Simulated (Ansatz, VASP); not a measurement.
**CsPbBr3 in VASP and in Ansatz**

The input INCAR:

```
  ALGO = Normal
  EDIFF = 1E-7
  ENCUT = 520
  GGA = PS
  ISIF = 2
  ISMEAR = 0
  LASPH = T
  LCHARG = F
  LREAL = F
  LWAVE = F
  NBANDS = 30
  NELM = 80
  PREC = Accurate
  SIGMA = 0.05
```

File KPOINTS:

```
k-points
0
Gamma
  6 6 6
```

File POSCAR:

```
CsPbBr3
1.0
    5.7232500000      0.0000000000      0.0000000000
    0.0000000000      5.7232500000      0.0000000000
    0.0000000000      0.0000000000      5.5765000000
Cs Pb Br
1 1 3
Direct
    0.0000000000      0.0000000000      0.0000000000
    0.5000000000      0.5000000000      0.5000000000
    0.0000000000      0.5000000000      0.5000000000
    0.5000000000      0.0000000000      0.5000000000
    0.5000000000      0.5000000000      0.0000000000
```

Input for Ansatz:

```yaml
crystal:
  lattice:
    - [5.72325, 0.0, 0.0]
    - [0.0, 5.72325, 0.0]
    - [0.0, 0.0, 5.5765]
  atoms:
    - { symbol: Cs, position: [0.0, 0.0, 0.0] }
    - { symbol: Pb, position: [0.5, 0.5, 0.5] }
    - { symbol: Br, position: [0.0, 0.5, 0.5] }
    - { symbol: Br, position: [0.5, 0.0, 0.5] }
    - { symbol: Br, position: [0.5, 0.5, 0.0] }
basis:
  ecutwfc: 420
kpoints:
  mp_grid: { grid: [6, 6, 6] }
hamiltonian:
  xc: pbesol
scf:
  occupations: { method: gaussian, width: 0.05 }
output:
  forces: true
  stress: true
  eigenvalues: true
```

Change from the starting cell: strain -0.025 along x and y, -0.050 along z, atoms carried along.

Alike in both runs: task single point; functional PBEsol; k mesh 6 × 6 × 6; occupations gaussian, width 0.05 eV; no spin polarisation.

|  | VASP | Ansatz |
| --- | --- | --- |
| version | VASP 6.6.1 | Ansatz 0.2.0 |
| potentials or method | VASP PAW PBE potentials, release 64 (Cs_sv, Pb_d, Br), cutoff 520 eV | scalar-relativistic, plane waves, PAW |
| valence electrons in the cell | 44 | 44 |

```tsv
	VASP	Ansatz	Ansatz less VASP
gap on the k mesh at the Fermi level (eV)	0.85	0.85	-0.001
least direct gap on the mesh (eV)	0.85	0.85	-0.001
pressure (GPa)	2.9	2.9	-0.01
traceless stress, the component that is largest in VASP (GPa)	1.27	1.27	-0.002
```

VASP's potentials were made for PBE, not for PBEsol. The functional is the same, so the differences come from potentials, cutoffs and numerics.

Spin-orbit coupling is off throughout.
